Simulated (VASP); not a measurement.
# Ga3P4 (P-43m) in VASP: a series of runs

The runs below take Ga3P4 through single point, with PBE.

Program: VASP 6.6.1. These are calculated values, not measurements. Logs are shortened: lines on timing, memory, paths and dates and some standing lists are left out, and cuts for length are marked.

### 1 The cell of the first run

The structure is cubic, space group P-43m (No. 215). Conventional cell: a = 5.505 Å, b = 5.505 Å, c = 5.505 Å, α = 90.00°, β = 90.00°, γ = 90.00°. Ga (site symmetry -42m) has 4 P at 2.39 Å within 3.2 Å. P (site symmetry 3m) has 3 Ga at 2.39 Å within 3.2 Å.

### 2 Single point, PBE, collinear spin (atoms taken out, then relaxed in part)

Contents of INCAR:

```
SYSTEM = Ga3P4
  PREC = Accurate
  ENCUT = 520
  EDIFF = 1E-6
  ISMEAR = 0
  SIGMA = 0.01
  LREAL = .False.
  LASPH = .True.
  NELM = 150
  ALGO = Normal
  ISIF = 2
  LWAVE = .False.
  LCHARG = .False.
  ISPIN = 2
  MAGMOM = 0 0 0 0.25 0.25 0.25 0.25
  LORBIT = 11
  GGA = PE
  NBANDS = 42
```

Contents of KPOINTS:

```
regular mesh
0
Gamma
  3 3 3
  0 0 0
```

Contents of POSCAR:

```
Ga3P4
1.0
    0.0000000000     -5.5051169748      0.0000000000
    0.0000000000      0.0000000000      5.5051169748
   -5.5051169748      0.0000000000      0.0000000000
Ga P
3 4
Direct
    0.5000000000      0.5000000000      1.0000000000
    0.0000000000      0.0000000000      0.0000000000
    0.5000000000      0.0000000000      0.5000000000
    0.2482282955      0.2517717045      0.2517717045
    0.7517717045      0.2517717045      0.7482282955
    0.2482282955      0.7482282955      0.7482282955
    0.7517717045      0.7482282955      0.2517717045
```

Potentials or basis: VASP PAW PBE potentials, release 64 (Ga_d, P).

Command:

```sh
$ cat potpaw_PBE.64/Ga_d/POTCAR potpaw_PBE.64/P/POTCAR > POTCAR
$ mpirun -np 1 vasp_std > vasp.out
```

OUTCAR:

```text
SYSTEM = Ga3P4
   PREC = Accurate
   ENCUT = 520
   EDIFF = 1E-6
   ISMEAR = 0
   LREAL = .False.
   LASPH = .True.
   NELM = 150
   ISIF = 2
   ISPIN = 2
   LORBIT = 11
   GGA = PE

 ion  position               nearest neighbor table
   1  0.500  0.500  0.000-   4 2.39   5 2.39   6 2.39   7 2.39
   2  0.000  0.000  0.000-   4 2.39   5 2.39   6 2.39   7 2.39
   3  0.500  0.000  0.500-   4 2.39   5 2.39   6 2.39   7 2.39
   4  0.248  0.252  0.252-   1 2.39   2 2.39   3 2.39
   5  0.752  0.252  0.748-   1 2.39   2 2.39   3 2.39
   6  0.248  0.748  0.748-   1 2.39   2 2.39   3 2.39
   7  0.752  0.748  0.252-   1 2.39   2 2.39   3 2.39

  LATTYP: Found a simple cubic cell.
 ALAT       =     5.5051169748

  Lattice vectors:

 A1 = (   0.0000000000,  -5.5051169748,   0.0000000000)
 A2 = (   0.0000000000,   0.0000000000,   5.5051169748)
 A3 = (  -5.5051169748,   0.0000000000,   0.0000000000)

Analysis of symmetry for initial positions (statically):
=====================================================================
 Subroutine PRICEL returns:
 Original cell was already a primitive cell.

 Routine SETGRP: Setting up the symmetry group for a
 simple cubic supercell.

 Subroutine GETGRP returns: Found 24 space group operations
 (whereof  8 operations were pure point group operations)
 out of a pool of 48 trial point group operations.

The static configuration has the point symmetry D_2d.
 The point group associated with its full space group is T_d .

Analysis of symmetry for dynamics (positions and initial velocities):
=====================================================================
 Subroutine PRICEL returns:
 Original cell was already a primitive cell.

 Routine SETGRP: Setting up the symmetry group for a
 simple cubic supercell.

 Subroutine GETGRP returns: Found 24 space group operations
 (whereof  8 operations were pure point group operations)
 out of a pool of 48 trial point group operations.

The dynamic configuration has the point symmetry D_2d.
 The point group associated with its full space group is T_d .

Analysis of structural, dynamic, and magnetic symmetry:
=====================================================================
 Subroutine PRICEL returns:
 Original cell was already a primitive cell.

 Routine SETGRP: Setting up the symmetry group for a
 simple cubic supercell.

 Subroutine GETGRP returns: Found 24 space group operations
 (whereof  8 operations were pure point group operations)
 out of a pool of 48 trial point group operations.

The overall configuration has the point symmetry D_2d.
 The point group associated with its full space group is T_d .

 Subroutine INISYM returns: Found 24 space group operations
 (whereof  8 operations are pure point group operations),
 and found     1 'primitive' translations

----------------------------------------------------------------------------------------

                                     Primitive cell

  volume of cell :     166.8398

  direct lattice vectors                    reciprocal lattice vectors
     0.000000000 -5.505116975  0.000000000     0.000000000 -0.181649183  0.000000000
     0.000000000  0.000000000  5.505116975     0.000000000  0.000000000  0.181649183
    -5.505116975  0.000000000  0.000000000    -0.181649183  0.000000000  0.000000000

  length of vectors
     5.505116975  5.505116975  5.505116975     0.181649183  0.181649183  0.181649183

  position of ions in fractional coordinates (direct lattice)
     0.500000000  0.500000000  0.000000000
     0.000000000  0.000000000  0.000000000
     0.500000000  0.000000000  0.500000000
     0.248228295  0.251771705  0.251771705
     0.751771705  0.251771705  0.748228295
     0.248228295  0.748228295  0.748228295
     0.751771705  0.748228295  0.251771705

  ion indices of the primitive-cell ions
   primitive index   ion index
                 1           1
                 2           2
                 3           3
                 4           4
                 5           5
                 6           6
                 7           7

----------------------------------------------------------------------------------------

 KPOINTS: regular mesh

Automatic generation of k-mesh.
 Grid dimensions read from file:
 generate k-points for:    3    3    3

 Generating k-lattice:

  Cartesian coordinates                     Fractional coordinates (reciprocal lattice)
     0.000000000 -0.060549728  0.000000000     0.333333333  0.000000000  0.000000000
     0.000000000  0.000000000  0.060549728     0.000000000  0.333333333  0.000000000
    -0.060549728  0.000000000  0.000000000     0.000000000  0.000000000  0.333333333

  Length of vectors
     0.060549728  0.060549728  0.060549728

  Shift w.r.t. Gamma in fractional coordinates (k-lattice)
     0.000000000  0.000000000  0.000000000

 Subroutine IBZKPT returns following result:
 ===========================================

 Found      4 irreducible k-points:

 Following reciprocal coordinates:
            Coordinates               Weight
  0.000000  0.000000  0.000000      1.000000
  0.333333  0.000000  0.000000      6.000000
  0.333333  0.333333  0.000000     12.000000
  0.333333  0.333333  0.333333      8.000000
   k-points           NKPTS =      4   k-points in BZ     NKDIM =      4   number of bands    NBANDS=     42
   number of dos      NEDOS =    301   number of ions     NIONS =      7
   total plane-waves  NPLWV =  74088
   dimension x,y,z NGX =    42 NGY =   42 NGZ =   42
   dimension x,y,z NGXF=    84 NGYF=   84 NGZF=   84
   ions per type =               3   4
   NGX,Y,Z   is equivalent  to a cutoff of  12.68, 12.68, 12.68 a.u.
   NGXF,Y,Z  is equivalent  to a cutoff of  25.37, 25.37, 25.37 a.u.
 SYSTEM =  Ga3P4
   PREC   = accura    normal or accurate (medium, high low for compatibility)
   ISTART =      0    job   : 0-new  1-cont  2-samecut
   ICHARG =      2    charge: 1-file 2-atom 10-const
   ISPIN  =      2    spin polarized calculation?
   LNONCOLLINEAR =      F non collinear calculations
   LSORBIT =      F    spin-orbit coupling
   LASPH  =      T    aspherical Exc in radial PAW
   ENCUT  =  520.0 eV  38.22 Ry    6.18 a.u.  10.24 10.24 10.24*2*pi/ulx,y,z
   NELM   =    150;   NELMIN=  2; NELMDL= -5     # of ELM steps
   EDIFF  = 0.1E-05   stopping-criterion for ELM
   LREAL  =      F    real-space projection
   EDIFFG = 0.1E-04   stopping-criterion for IOM
   NSW    =      0    number of steps for IOM
   IBRION =     -1    ionic relax: 0-MD 1-quasi-New 2-CG
   NFREE  =      0    steps in history (QN), initial steepest desc. (CG)
   ISIF   =      2    stress and relaxation
   ISYM   =      2    0-nonsym 1-usesym 2-fastsym
   POTIM  = 0.5000    time-step for ionic-motion
   TEBEG  =    0.0;   TEEND  =   0.0 temperature during run
   PSTRESS=    0.0 pullay stress
   NELECT =      59.0000    total number of electrons
   NUPDOWN=      -1.0000    fix difference up-down
   EMIN   =  10.00;   EMAX   =-10.00  energy-range for DOS
   EFERMI =   0.00;   METHOD = LEGACY
   ISMEAR =     0;   SIGMA  =   0.01  broadening in eV -4-tet -1-fermi 0-gaus
   EFERMI_NEDOS =   21; number of points for ismear=-14 and -15
   IALGO  =     38    algorithm
   IMIX   =      4    mixing-type and parameters
     AMIX     =   0.40;   BMIX     =  1.00
     AMIX_MAG =   1.60;   BMIX_MAG =  1.00
  volume/ion in A,a.u.               =      23.83       160.84
  Fermi-wavevector in a.u.,A,eV,Ry     =   1.157690  2.187717 18.235156  1.340246
  Thomas-Fermi vector in A             =   2.294299
   LORBIT       =     11    0 simple, 1 ext, 2 COOP (PROOUT), +10 PAW based schemes
   GGA     = PE    functional components
   LHFCALC =     F    Hartree Fock is set to
   AEXX    =    0.0000 exact exchange contribution
   IVDW    =     0    specifies the selected vdW correction
   LEPSILON=     F    determine dielectric tensor
   LRPA    =     F    only Hartree local field effects (RPA)
 spin polarized calculation
 Gauss-broadening in eV      SIGMA  =   0.01
  energy-cutoff  :      520.00
  volume of cell :      166.84
 maximum number of plane-waves:      4500
 NGX is ok and might be reduce to    42
   NGX = 21   NGY = 21   NGZ = 21

 number of electron      58.9999973 magnetization       0.1851948

 Free energy of the ion-electron system (eV)
  ---------------------------------------------------
  ext. energy  EPLUGINS =         0.00000000
  ---------------------------------------------------
  free energy    TOTEN  =       -29.57141374 eV

  energy without entropy =      -29.57018744  energy(sigma->0) =      -29.57080059

 E-fermi :   3.0508     XC(G=0):  -9.1010

 val. band max:        2.8119304056   @ k =   0.3333   0.3333   0.0000
 cond. band min:       3.0523183642   @ k =   0.3333   0.0000   0.0000
 fundamental gap:      0.2403879586
 Fermi energy:         3.0508304250

 spin component 1

 k-point     1 :       0.0000    0.0000    0.0000
  band No.  band energies     occupation
      1     -11.4401      1.00000
      2     -11.4401      1.00000
      3     -11.4401      1.00000
      4     -11.3562      1.00000
      5     -11.3562      1.00000
      6     -11.3562      1.00000
[... 33 lines left out ...]
     40       8.4474      0.00000
     41       8.4474      0.00000

 k-point     2 :       0.3333    0.0000    0.0000
  band No.  band energies     occupation
      1     -11.4317      1.00000
      2     -11.4317      1.00000
      3     -11.4275      1.00000
      4     -11.3749      1.00000
      5     -11.3509      1.00000
      6     -11.3509      1.00000
[... 33 lines left out ...]
     40       9.4133      0.00000
     41       9.6160      0.00000

 k-point     3 :       0.3333    0.3333    0.0000
  band No.  band energies     occupation
      1     -11.4332      1.00000
      2     -11.4235      1.00000
      3     -11.4108      1.00000
      4     -11.3869      1.00000
      5     -11.3519      1.00000
      6     -11.3490      1.00000
[... 33 lines left out ...]
     40       9.1244      0.00000
     41       9.3727      0.00000

 k-point     4 :       0.3333    0.3333    0.3333
  band No.  band energies     occupation
      1     -11.4387      1.00000
      2     -11.4090      1.00000
      3     -11.4090      1.00000
      4     -11.3950      1.00000
      5     -11.3509      1.00000
      6     -11.3509      1.00000
[... 33 lines left out ...]
     40       9.1034      0.00000
     41       9.8748      0.00000
 Fermi energy:         3.0508304250

 spin component 2

 k-point     1 :       0.0000    0.0000    0.0000
  band No.  band energies     occupation
      1     -11.4383      1.00000
      2     -11.4383      1.00000
      3     -11.4383      1.00000
      4     -11.3551      1.00000
      5     -11.3551      1.00000
      6     -11.3551      1.00000
[... 33 lines left out ...]
     40       8.4715      0.00000
     41       8.4715      0.00000

 k-point     2 :       0.3333    0.0000    0.0000
  band No.  band energies     occupation
      1     -11.4298      1.00000
      2     -11.4298      1.00000
      3     -11.4257      1.00000
      4     -11.3735      1.00000
      5     -11.3498      1.00000
      6     -11.3498      1.00000
[... 33 lines left out ...]
     40       9.4405      0.00000
     41       9.6417      0.00000

 k-point     3 :       0.3333    0.3333    0.0000
  band No.  band energies     occupation
      1     -11.4313      1.00000
      2     -11.4216      1.00000
      3     -11.4091      1.00000
      4     -11.3854      1.00000
      5     -11.3508      1.00000
      6     -11.3479      1.00000
[... 33 lines left out ...]
     40       9.1472      0.00000
     41       9.3945      0.00000

 k-point     4 :       0.3333    0.3333    0.3333
  band No.  band energies     occupation
      1     -11.4367      1.00000
      2     -11.4073      1.00000
      3     -11.4073      1.00000
      4     -11.3934      1.00000
      5     -11.3498      1.00000
      6     -11.3498      1.00000
[... 33 lines left out ...]
     40       9.1150      0.00000
     41       9.9038      0.00000
 [bands above 41 left out]

------------------------ aborting loop because EDIFF is reached ----------------------------------------

  FORCE on cell =-STRESS in cart. coord.  units (eV):
  Direction    XX          YY          ZZ          XY          YZ          ZX
  --------------------------------------------------------------------------------------
  -------------------------------------------------------------------------------------
  Total       -3.1533029     -3.1533029     -3.1533029      0.0000000     -0.0000000      0.0000000
  in kB      -30.2814464    -30.2814464    -30.2814464      0.0000000     -0.0000000      0.0000000
  external PRESSURE =     -30.2814464 kB  Pullay stress =       0.0000000 kB

 VOLUME and BASIS-vectors are now :
 -----------------------------------------------------------------------------
  energy-cutoff  :      520.00
  volume of cell :      166.84
      direct lattice vectors                 reciprocal lattice vectors
     0.000000000 -5.505116975  0.000000000     0.000000000 -0.181649183  0.000000000
     0.000000000  0.000000000  5.505116975     0.000000000  0.000000000  0.181649183
    -5.505116975  0.000000000  0.000000000    -0.181649183  0.000000000  0.000000000

 POSITION                                       TOTAL-FORCE (eV/Angst)
 -----------------------------------------------------------------------------------
      0.00000     -2.75256      2.75256         0.000000      0.000000     -0.000000
      0.00000      0.00000      0.00000         0.000000      0.000000     -0.000000
     -2.75256     -2.75256      0.00000         0.000000      0.000000     -0.000000
     -1.38603     -1.36653      1.38603        -0.014891      0.014891      0.014891
     -4.11908     -4.13859      1.38603         0.014891     -0.014891      0.014891
     -4.11908     -1.36653      4.11908         0.014891      0.014891     -0.014891
     -1.38603     -4.13859      4.11908        -0.014891     -0.014891     -0.014891
 -----------------------------------------------------------------------------------
    total drift:                               -0.000000     -0.000000      0.000000

  FREE ENERGIE OF THE ION-ELECTRON SYSTEM (eV)
  ---------------------------------------------------
  free  energy   TOTEN  =       -29.5714137442 eV

  energy  without entropy=      -29.5701874427  energy(sigma->0) =      -29.57080059

 total charge

# of ion       s       p       d       tot
------------------------------------------
    1        0.871   0.798   9.998  11.666
    2        0.871   0.798   9.998  11.666
    3        0.871   0.798   9.998  11.666
    4        1.072   1.375   0.000   2.447
    5        1.072   1.375   0.000   2.447
    6        1.072   1.375   0.000   2.447
    7        1.072   1.375   0.000   2.447
--------------------------------------------------
tot          6.899   7.895  29.993  44.787

 magnetization (x)

# of ion       s       p       d       tot
------------------------------------------
    1       -0.001   0.001   0.001   0.002
    2       -0.001   0.001   0.001   0.002
    3       -0.001   0.001   0.001   0.002
    4        0.001   0.021   0.000   0.022
    5        0.001   0.021   0.000   0.022
    6        0.001   0.021   0.000   0.022
    7        0.001   0.021   0.000   0.022
--------------------------------------------------
tot          0.002   0.087   0.004   0.093
```

Wall time 2.1 min (1 thread of AMD EPYC 7R13, shared host); peak memory 0.28 GiB.

Results:

```
Free energy                                           : -29.5714 eV
Pressure                                              : -3.0 GPa
Largest force                                         : 0.026 eV/Å
Net moment                                            : 0.19 μB per cell
Site moments                                          : Ga +0.00; P +0.02 μB
Valence electrons inside the program's atomic spheres : Ga 11.67; P 2.45
```

Forces in eV/Å, atoms in the order of the input:
```
Ga   0.000  0.000  0.000
Ga   0.000  0.000  0.000
Ga   0.000  0.000  0.000
P   -0.015  0.015  0.015
P    0.015 -0.015  0.015
P    0.015  0.015 -0.015
P   -0.015 -0.015 -0.015
```

Levels at points of the mesh, in eV from the Fermi level:
Spin up:
| k point | band 26 | band 27 | band 28 | band 29 | band 30 | band 31 | band 32 | band 33 |
| --- | --- | --- | --- | --- | --- | --- | --- | --- |
| (0.00, 0.00, 0.00) | -1.50 | -1.50 | -1.50 | 0.60 | 0.60 | 0.60 | 1.85 | 2.32 |
Spin down:
| k point | band 26 | band 27 | band 28 | band 29 | band 30 | band 31 | band 32 | band 33 |
| --- | --- | --- | --- | --- | --- | --- | --- | --- |
| (0.00, 0.00, 0.00) | -1.46 | -1.46 | -1.46 | 0.65 | 0.65 | 0.65 | 1.87 | 2.34 |

Caveat: the k points lie up to 0.38 Å⁻¹ apart; the cell differs from its parent crystal (atoms taken out, then relaxed in part).

### 3 Single point, PBE, collinear spin (atoms taken out, then relaxed in part)

Contents of INCAR:

```
SYSTEM = Ga3P4
PREC = Accurate ; ENCUT = 520
EDIFF = 1E-7 ; ISMEAR = 0
SIGMA = 0.01 ; LREAL = .False.
LASPH = .True. ; NELM = 150
ALGO = Normal ; ISIF = 2
LWAVE = .False. ; LCHARG = .False.
ISPIN = 2 ; MAGMOM = 0 0 0 0.5 0.5 0.5 0.5
LORBIT = 11 ; GGA = PE
NELECT = 60.0 ; NBANDS = 42
```

KPOINTS is that of step 2.

Contents of POSCAR:

```
Ga3P4
1.0
    0.0000000000     -5.5051169748      0.0000000000
    0.0000000000      0.0000000000      5.5051169748
   -5.5051169748      0.0000000000      0.0000000000
Ga P
3 4
Direct
    0.5000000000      0.5000000000      1.0000000000
    0.0000000000      0.0000000000      0.0000000000
    0.5000000000      0.0000000000      0.5000000000
    0.2432779591      0.2567220409      0.2567220409
    0.7567220409      0.2567220409      0.7432779591
    0.2432779591      0.7432779591      0.7432779591
    0.7567220409      0.7432779591      0.2567220409
```

Potentials or basis: VASP PAW PBE potentials, release 64 (Ga_d, P).

Command:

```sh
$ cat potpaw_PBE.64/Ga_d/POTCAR potpaw_PBE.64/P/POTCAR > POTCAR
$ mpirun -np 1 vasp_std > vasp.out
```

Wall time 2 min (1 thread of AMD EPYC 7R13, shared host); peak memory 0.29 GiB.

The run converged. Its results:

```
Free energy                                           : -26.4267 eV
Largest force                                         : 0.049 eV/Å
Net moment                                            : 0.30 μB per cell
Site moments                                          : Ga +0.00; P +0.04 μB
Valence electrons inside the program's atomic spheres : Ga 11.70; P 2.49
```

Forces in eV/Å, atoms in the order of the input:
```
Ga   0.000  0.000  0.000
Ga   0.000  0.000  0.000
Ga   0.000  0.000  0.000
P   -0.028  0.028  0.028
P    0.028 -0.028  0.028
P    0.028  0.028 -0.028
P   -0.028 -0.028 -0.028
```

Levels at points of the mesh, in eV from the Fermi level:
Spin up:
```tsv
k point	band 28	band 29	band 30	band 31	band 32	band 33
(0.00, 0.00, 0.00)	-1.65	0.41	0.41	0.41	1.65	1.87
```
Spin down:
```
           k point  band 26  band 27  band 28  band 29  band 30  band 31  band 32  band 33
(0.00, 0.00, 0.00)    -1.59    -1.59    -1.59     0.50     0.50     0.50     1.70     1.90
```

Caveat: the k points lie up to 0.38 Å⁻¹ apart; the cell carries a net charge on a neutralising background, which shifts energy and pressure; the cell differs from its parent crystal (atoms taken out, then relaxed in part); the cell is charged against a uniform background, so pressure and absolute levels hang on convention; a moment this small can come from the mesh or the smearing.
